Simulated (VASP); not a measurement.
Wanted: the native input for a VASP 6.6.1 run.

```yaml
Task: single point
Functional: revPBE
Potentials_or_basis: VASP PAW PBE potentials, release 64 (Sn_d, O)
Cutoff: 520 eV
k_mesh: 7 × 7 × 6
Occupations: fermi-dirac, width 0.05 eV
Spin: no spin polarisation
Dipole_correction: no
Further_INCAR_settings: ALGO = Normal; EDIFF = 1e-07; NBANDS = 28
```

The structure of SnO lies in POSCAR:

```
SnO
1.0
    3.8389522158      0.0000000000      0.0000000000
    0.0000000000      3.8389522158      0.0000000000
    0.0000000000      0.0000000000      4.9192779074
Sn O
2 2
Direct
    0.5000000000      0.0000000000      0.7646261400
    0.0000000000      0.5000000000      0.2353738600
    0.0000000000      0.0000000000      0.0000000000
    0.5000000000      0.5000000000      0.0000000000
```

These files were run (other wordings do the same):

INCAR

```
PREC = Accurate
ENCUT = 520
EDIFF = 1E-7
ISMEAR = -1
SIGMA = 0.05
LREAL = F
LASPH = T
NELM = 60
ALGO = Normal
ISIF = 2
LWAVE = F
LCHARG = F
GGA = RE
NBANDS = 28
```

KPOINTS

```
Automatic mesh
0
Gamma
  7 7 6
```

Potentials or basis: VASP PAW PBE potentials, release 64 (Sn_d, O).

Run with:

```sh
$ cat potpaw_PBE.64/Sn_d/POTCAR potpaw_PBE.64/O/POTCAR > POTCAR
$ mpirun -np 1 vasp_std > vasp.out
```

It gave:

```json
{
  "Pressure": "3.8 GPa",
  "Largest force": "0.314 eV/Å",
  "Band gap on the k mesh": "0.45 eV (least direct gap 2.03 eV)"
}
```

Caveat: the cell stands under pressure; the PAW data sets were made with another functional, which shifts forces and pressure a little; spin-orbit coupling is left out, which moves the levels of the heavy elements; an odd mesh through Γ misses points on the zone boundary, where band edges can lie.

Wall time 50 s on 1 thread of AMD EPYC 9R45 96-Core Processor (Zen 5), with other jobs on the host, peak memory 0.19 GiB.
